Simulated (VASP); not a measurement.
Y: electric field gradients with LDA

Y:

```
CELL_PARAMETERS angstrom
-0.04970 2.46015 2.46015
2.46015 -0.04970 2.46015
2.46015 2.46015 -0.04970
ATOMIC_POSITIONS crystal
Y 0.00000 0.00000 0.00000
```

This cell differs from its parent crystal: equal xy, yz and zx shear strains of -2 %.

| Quantity | Value |
| --- | --- |
| Program | VASP 6.6.1 |
| Task | electric field gradients |
| Functional | LDA |
| Potentials or basis | VASP PAW LDA potentials, release 64 (Y_sv) |
| Cutoff | 520 eV |
| k mesh | 13 × 13 × 13 |
| Occupations | fermi-dirac, width 0.05 eV |
| Spin | no spin polarisation |
| Dipole correction | no |
| Further INCAR settings | ALGO = Normal; EDIFF = 1e-08; NBANDS = 12 |

```yaml
Pressure: -1.8 GPa
Band_gap_on_the_k_mesh: zero (an odd number of electrons rules out a gap without spin polarisation)
Largest_electric_field_gradient_by_atom: Y +13.6 V/Å²
```

Stress tensor (GPa, compression positive):
```
-1.83  0.66  0.66
 0.66 -1.83  0.66
 0.66  0.66 -1.83
```

Levels at points of the mesh, in eV from the Fermi level:
| k point | band 1 | band 2 | band 3 | band 4 | band 5 | band 6 | band 7 | band 8 | band 9 | band 10 |
| --- | --- | --- | --- | --- | --- | --- | --- | --- | --- | --- |
| (0.00, 0.00, 0.00) | -42.31 | -22.08 | -22.08 | -22.06 | -4.82 | 1.66 | 1.66 | 2.04 | 3.95 | 3.95 |

Electric field gradients, principal values (V/Å²):
```tsv
atom	least	middle	greatest (by size)
1 Y	-6.812	-6.812	13.624
```

It took 38 s on 1 thread of AMD EPYC 9R45 96-Core Processor (Zen 5), with other jobs on the host, peak memory 0.2 GiB.

Caveat: the cell differs from its parent crystal (equal xy, yz and zx shear strains of -2 %); without QUAD_EFG the Cq values of the log hold for a quadrupole moment of 1 mb, not for the nuclei.
